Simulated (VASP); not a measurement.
# Pd (P6_3/mmc) in VASP: further runs

The runs below take Pd through single point, with PBE.

Everything below comes from runs of VASP 6.6.1. Logs are shortened: lines on timing, memory, paths and dates and some standing lists are left out, and cuts for length are marked.

**1. The cell of the first run**

It takes space group P6_3/mmc (No. 194, hexagonal). Conventional cell: a = 2.784 Å, b = 2.784 Å, c = 4.629 Å, α = 90.00°, β = 90.00°, γ = 120.00°. Pd (site symmetry -6m2) has 12 Pd at 2.78 to 2.82 Å within 3.7 Å.

This isn't the form of Pd at room conditions, which is fcc.

**2. Single point, PBE, collinear spin, zero start**

File INCAR:

```
  ALGO = Normal
  EDIFF = 1E-6
  ENCUT = 520
  GGA = PE
  ISIF = 2
  ISMEAR = -1
  ISPIN = 2
  LASPH = True
  LCHARG = True
  LELF = True
  LMAXMIX = 4
  LORBIT = 11
  LREAL = False
  LVHAR = True
  LWAVE = False
  MAGMOM = 0 0
  NBANDS = 21
  NELM = 150
  NUPDOWN = 0.0
  PREC = Accurate
  SIGMA = 0.05
```

File KPOINTS:

```
k-points
0
Gamma
  14 14 7
```

File POSCAR:

```
Pd
1.0
    2.7836650458      0.0000000000      0.0000000000
   -1.3918325229      2.4107246453      0.0000000000
    0.0000000000      0.0000000000      4.6288930000
Pd
2
Direct
    0.6666666667      0.3333333333      0.7500000000
    0.3333333333      0.6666666667      0.2500000000
```

Potentials or basis: VASP PAW PBE potentials, release 64 (Pd).

Run with:

```
cat potpaw_PBE.64/Pd/POTCAR > POTCAR
mpirun -np 1 vasp_std > vasp.out
```

OUTCAR:

```text
EDIFF = 1E-6
   ENCUT = 520
   GGA = PE
   ISIF = 2
   ISMEAR = -1
   ISPIN = 2
   LASPH = True
   LORBIT = 11
   LREAL = False
   NELM = 150
   NUPDOWN = 0.0
   PREC = Accurate

 ion  position               nearest neighbor table
   1  0.667  0.333  0.750-   2 2.82   2 2.82   2 2.82   2 2.82   2 2.82   2 2.82
   2  0.333  0.667  0.250-   1 2.82   1 2.82   1 2.82   1 2.82   1 2.82   1 2.82

  LATTYP: Found a hexagonal cell.
 ALAT       =     2.7836650458
 C/A-ratio  =     1.6628771507

  Lattice vectors:

 A1 = (   2.7836650458,   0.0000000000,   0.0000000000)
 A2 = (  -1.3918325229,   2.4107246453,   0.0000000000)
 A3 = (   0.0000000000,   0.0000000000,   4.6288930000)

Analysis of symmetry for initial positions (statically):
=====================================================================
 Subroutine PRICEL returns:
 Original cell was already a primitive cell.

 Routine SETGRP: Setting up the symmetry group for a
 hexagonal supercell.

 Subroutine GETGRP returns: Found 24 space group operations
 (whereof 12 operations were pure point group operations)
 out of a pool of 24 trial point group operations.

The static configuration has the point symmetry D_3d.
 The point group associated with its full space group is D_6h.

Analysis of symmetry for dynamics (positions and initial velocities):
=====================================================================
 Subroutine PRICEL returns:
 Original cell was already a primitive cell.

 Routine SETGRP: Setting up the symmetry group for a
 hexagonal supercell.

 Subroutine GETGRP returns: Found 24 space group operations
 (whereof 12 operations were pure point group operations)
 out of a pool of 24 trial point group operations.

The dynamic configuration has the point symmetry D_3d.
 The point group associated with its full space group is D_6h.

Analysis of structural, dynamic, and magnetic symmetry:
=====================================================================
 Subroutine PRICEL returns:
 Original cell was already a primitive cell.

 Routine SETGRP: Setting up the symmetry group for a
 hexagonal supercell.

 Subroutine GETGRP returns: Found 24 space group operations
 (whereof 12 operations were pure point group operations)
 out of a pool of 24 trial point group operations.

The overall configuration has the point symmetry D_3d.
 The point group associated with its full space group is D_6h.

 Subroutine INISYM returns: Found 24 space group operations
[... 117 lines left out ...]
     AMIX_MAG =   1.60;   BMIX_MAG =  1.00
  volume/ion in A,a.u.               =      15.53       104.81
  Fermi-wavevector in a.u.,A,eV,Ry     =   1.413636  2.671385 27.189429  1.998367
  Thomas-Fermi vector in A             =   2.535261
   LORBIT       =     11    0 simple, 1 ext, 2 COOP (PROOUT), +10 PAW based schemes
   GGA     = PE    functional components
   LHFCALC =     F    Hartree Fock is set to
   AEXX    =    0.0000 exact exchange contribution
   IVDW    =     0    specifies the selected vdW correction
   LEPSILON=     F    determine dielectric tensor
   LRPA    =     F    only Hartree local field effects (RPA)
 spin polarized calculation
  energy-cutoff  :      520.00
  volume of cell :       31.06
 maximum number of plane-waves:       854
 NGX is ok and might be reduce to    24
   NGX = 11   NGY = 11   NGZ = 17

 number of electron      20.0000008 magnetization       0.0000000

 number of electron      20.0000008 magnetization      -0.0000000

 Free energy of the ion-electron system (eV)
  ---------------------------------------------------
  ext. energy  EPLUGINS =         0.00000000
  ---------------------------------------------------
  free energy    TOTEN  =       -10.38515758 eV

  energy without entropy =      -10.33817998  energy(sigma->0) =      -10.36166878

 E-fermi :   8.9336     XC(G=0): -12.8636

 val. band max:        8.9304637765   @ k =   0.4286   0.1429   0.1429
 cond. band min:       8.9383738038   @ k =   0.3571   0.2143   0.4286
 fundamental gap:      0.0079100273
 Fermi energy:         8.9335933278

 spin component 1

 k-point     1 :       0.0000    0.0000    0.0000
  band No.  band energies     occupation
      1       2.1887      1.00000
      2       4.0199      1.00000
      3       6.2311      1.00000
      4       6.4111      1.00000
      5       6.4111      1.00000
      6       6.7376      1.00000
[... 565 lines left out ...]
     20      34.6840      0.00000
     21      35.5102      0.00000

 [... further k-points ...]

 spin component 2

 k-point     1 :       0.0000    0.0000    0.0000
  band No.  band energies     occupation
      1       2.1887      1.00000
      2       4.0199      1.00000
      3       6.2311      1.00000
      4       6.4111      1.00000
      5       6.4111      1.00000
      6       6.7376      1.00000
[... 565 lines left out ...]
     20      34.6840      0.00000
     21      35.5100      0.00000

 [... further k-points ...]

------------------------ aborting loop because EDIFF is reached ----------------------------------------

  FORCE on cell =-STRESS in cart. coord.  units (eV):
  Direction    XX          YY          ZZ          XY          YZ          ZX
  --------------------------------------------------------------------------------------
  -------------------------------------------------------------------------------------
  Total       -0.3676874     -0.3676874     -0.2432352     -0.0000000     -0.0000000      0.0000000
  in kB      -18.9647730    -18.9647730    -12.5457120     -0.0000000     -0.0000000      0.0000000
  external PRESSURE =     -16.8250860 kB  Pullay stress =       0.0000000 kB

 VOLUME and BASIS-vectors are now :
 -----------------------------------------------------------------------------
  energy-cutoff  :      520.00
  volume of cell :       31.06
      direct lattice vectors                 reciprocal lattice vectors
     2.783665046  0.000000000  0.000000000     0.359238624  0.207406516  0.000000000
    -1.391832523  2.410724645  0.000000000     0.000000000  0.414813032  0.000000000
     0.000000000  0.000000000  4.628893000     0.000000000  0.000000000  0.216034374

 POSITION                                       TOTAL-FORCE (eV/Angst)
 -----------------------------------------------------------------------------------
      1.39183      0.80357      3.47167        -0.000000     -0.000000      0.000000
     -0.00000      1.60715      1.15722         0.000000      0.000000      0.000000
 -----------------------------------------------------------------------------------
    total drift:                               -0.000000      0.000000     -0.000000

  FREE ENERGIE OF THE ION-ELECTRON SYSTEM (eV)
  ---------------------------------------------------
  free  energy   TOTEN  =       -10.3851575823 eV

  energy  without entropy=      -10.3381799761  energy(sigma->0) =      -10.36166878

 total charge

# of ion       s       p       d       tot
------------------------------------------
    1        0.462   0.425   8.453   9.340
    2        0.462   0.425   8.453   9.340
--------------------------------------------------
tot          0.925   0.850  16.905  18.680

 magnetization (x)

# of ion       s       p       d       tot
------------------------------------------
    1       -0.000   0.000  -0.000  -0.000
    2       -0.000   0.000  -0.000  -0.000
--------------------------------------------------
tot         -0.000   0.000  -0.000  -0.000
```

OSZICAR:

```text
N       E                     dE             d eps       ncg     rms          rms(c)
DAV:   1     0.113950164911E+03    0.11395E+03   -0.10120E+04  8064   0.934E+02
DAV:   2    -0.820491666008E+01   -0.12216E+03   -0.11407E+03  9049   0.226E+02
DAV:   3    -0.108867369482E+02   -0.26818E+01   -0.26507E+01  9540   0.354E+01
DAV:   4    -0.109049804596E+02   -0.18244E-01   -0.18240E-01  9591   0.293E+00
DAV:   5    -0.109052674562E+02   -0.28700E-03   -0.28699E-03  9940   0.394E-01    0.955E+00
DAV:   6    -0.104072382817E+02    0.49803E+00   -0.85288E-01  9829   0.884E+00    0.470E+00
DAV:   7    -0.103905399873E+02    0.16698E-01   -0.92992E-03  9983   0.775E-01    0.239E+00
DAV:   8    -0.103851519635E+02    0.53880E-02   -0.14898E-03  9704   0.236E-01    0.703E-02
DAV:   9    -0.103851500206E+02    0.19429E-05   -0.30667E-05 10447   0.402E-02    0.222E-02
DAV:  10    -0.103851584544E+02   -0.84338E-05   -0.40584E-06  9711   0.141E-02    0.951E-03
DAV:  11    -0.103851575823E+02    0.87208E-06   -0.14188E-07  6307   0.310E-03
   1 F= -.10385158E+02 E0= -.10361669E+02  d E =-.469776E-01  mag=    -0.0000
```

stdout:

```text
POSCAR found type information on POSCAR Pd
 POSCAR found :  1 types and       2 ions
 scaLAPACK will be used
 LDA part: xc-table for (Slater+PW92), standard interpolation
 POSCAR, INCAR and KPOINTS ok, starting setup
 FFT: planning ... GRIDC
 FFT: planning ... GRID_SOFT
 FFT: planning ... GRID
 WAVECAR not read
 entering main loop
```

It took 54 s on 1 thread of Intel Xeon Platinum 8488C (Sapphire Rapids), shared host; peak memory 0.23 GiB.

Results:

| Quantity | Value |
| --- | --- |
| Free energy | -10.3852 eV |
| Pressure | -1.7 GPa |
| Net moment | 0.00 μB per cell |
| Valence electrons inside the program's atomic spheres | Pd 9.34 |

Caveat: the total moment is fixed, so each spin has its own Fermi level.

**3. Single point, PBE, collinear spin**

File INCAR:

```
  ALGO = Normal
  EDIFF = 1E-7
  ENCUT = 520
  GGA = PE
  ISIF = 2
  ISMEAR = -1
  ISPIN = 2
  LASPH = T
  LCHARG = F
  LMAXMIX = 4
  LORBIT = 11
  LREAL = F
  LWAVE = F
  MAGMOM = 0.19 0.19
  NBANDS = 21
  NELM = 150
  NUPDOWN = 0.38
  PREC = Accurate
  SIGMA = 0.05
```

KPOINTS is that of step 2.

POSCAR is that of step 2.

Potentials or basis: VASP PAW PBE potentials, release 64 (Pd).

Run with:

```
cat potpaw_PBE.64/Pd/POTCAR > POTCAR
mpirun -np 1 vasp_std > vasp.out
```

Run time: 100 s. Hardware: 1 thread of Intel Xeon Platinum 8488C (Sapphire Rapids), shared host; peak memory 0.23 GiB.

The run converged. Its results:

```yaml
Free_energy: -10.3874 eV
Pressure: -1.6 GPa
Net_moment: 0.38 μB per cell
Site_moments: Pd +0.19 μB
Valence_electrons_inside_the_program's_atomic_spheres: Pd 9.34
```

Stress tensor (GPa, compression positive):
```
-1.73  0.00  0.00
 0.00 -1.73  0.00
 0.00  0.00 -1.31
```

Caveat: the total moment is fixed, so each spin has its own Fermi level and the state may be an excited one.

**4. Single point, PBE, collinear spin**

File INCAR:

```
PREC = Accurate
ENCUT = 520
EDIFF = 1E-6
ISMEAR = -1
SIGMA = 0.05
LREAL = False
LASPH = True
NELM = 150
ALGO = Normal
ISIF = 2
LWAVE = False
LCHARG = True
ISPIN = 2
MAGMOM = 0.32 0.32
LORBIT = 11
NUPDOWN = 0.64
LMAXMIX = 4
GGA = PE
LELF = True
LVHAR = True
NBANDS = 21
```

File KPOINTS:

```
regular mesh
0
Gamma
  14 14 7
```

POSCAR is that of step 3.

Run with:

```
cat potpaw_PBE.64/Pd/POTCAR > POTCAR
mpirun -np 1 vasp_std > vasp.out
```

It took 1.7 min on 1 thread of Intel Xeon Platinum 8488C (Sapphire Rapids), shared host; peak memory 0.23 GiB.

It converged, with:

- Free energy: -10.3903 eV
- Pressure: -1.4 GPa
- Net moment: 0.64 μB per cell
- Site moments: Pd +0.32 μB
- Valence electrons inside the program's atomic spheres: Pd 9.34

Caveat: the total moment is fixed, so each spin has its own Fermi level and the state may be an excited one.

**5. Single point, PBE, collinear spin**

File INCAR:

```
ALGO = Normal ; EDIFF = 1E-6
ENCUT = 520 ; GGA = PE
ISIF = 2 ; ISMEAR = -1
ISPIN = 2 ; LASPH = True
LCHARG = False ; LMAXMIX = 4
LORBIT = 11 ; LREAL = False
LWAVE = False ; MAGMOM = 0.455 0.455
NBANDS = 21 ; NELM = 150
NUPDOWN = 0.91 ; PREC = Accurate
SIGMA = 0.05
```

File KPOINTS:

```
k-points
0
Gamma
  14 14 7
```

POSCAR is that of step 4.

Run with:

```
cat potpaw_PBE.64/Pd/POTCAR > POTCAR
mpirun -np 1 vasp_std > vasp.out
```

Run time: 75 s. Hardware: 1 thread of Intel Xeon Platinum 8488C (Sapphire Rapids), shared host; peak memory 0.22 GiB.

The run converged. Its results:

```yaml
Free_energy: -10.3881 eV
Pressure: -1.2 GPa
Net_moment: 0.91 μB per cell
Site_moments: Pd +0.46 μB
Valence_electrons_inside_the_program's_atomic_spheres: Pd 9.34
```

Stress tensor (GPa, compression positive):
```
-1.04  0.00  0.00
 0.00 -1.04  0.00
 0.00  0.00 -1.58
```

Caveat: the total moment is fixed, so each spin has its own Fermi level and the state may be an excited one.

**6. Single point, PBE, collinear spin**

File INCAR:

```
SYSTEM = Pd
PREC = Accurate ; ENCUT = 520
EDIFF = 1E-7 ; ISMEAR = -1
SIGMA = 0.05 ; LREAL = .FALSE.
LASPH = .TRUE. ; NELM = 150
ALGO = Normal ; ISIF = 2
LWAVE = .FALSE. ; LCHARG = .FALSE.
ISPIN = 2 ; MAGMOM = 0.51 0.51
LORBIT = 11 ; NUPDOWN = 1.02
LMAXMIX = 4 ; GGA = PE
NBANDS = 21
```

File KPOINTS:

```
regular mesh
0
G
  14 14 7
  0 0 0
```

POSCAR is that of step 5.

Potentials or basis: VASP PAW PBE potentials, release 64 (Pd).

Run with:

```
cat potpaw_PBE.64/Pd/POTCAR > POTCAR
mpirun -np 1 vasp_std > vasp.out
```

It took 60 s on 1 thread of Intel Xeon Platinum 8488C (Sapphire Rapids), shared host; peak memory 0.23 GiB.

Results (log left out):

```
Free energy                                           : -10.3738 eV
Pressure                                              : -1.2 GPa
Net moment                                            : 1.02 μB per cell
Site moments                                          : Pd +0.51 μB
Valence electrons inside the program's atomic spheres : Pd 9.34
```

Stress tensor (GPa, compression positive):
```
-1.09  0.00  0.00
 0.00 -1.09  0.00
 0.00  0.00 -1.33
```

Caveat: the total moment is fixed, so each spin has its own Fermi level and the state may be an excited one.

**7. The runs side by side**

| spin | fixed moment (μB) | pressure (GPa) | moment (μB) |
| --- | --- | --- | --- |
| collinear, zero start | 0.0 | -1.7 | 0.00 |
| collinear | 0.38 | -1.6 | 0.38 |
| collinear | 0.64 | -1.4 | 0.64 |
| collinear | 0.91 | -1.2 | 0.91 |
| collinear | 1.02 | -1.2 | 1.02 |

Alike in all rows: task single point; level PBE; potentials or basis VASP PAW PBE potentials, release 64 (Pd); cell as given; k mesh 14 × 14 × 7; cutoff (eV) 520; smearing fermi-dirac 0.05 eV.

Caveats: the total moment is fixed, so each spin has its own Fermi level and the state may be an excited one (at least some runs); the total moment is fixed, so each spin has its own Fermi level (at least some runs).

Total energies depend on the potentials used, so only differences within one code and one set of settings carry meaning.
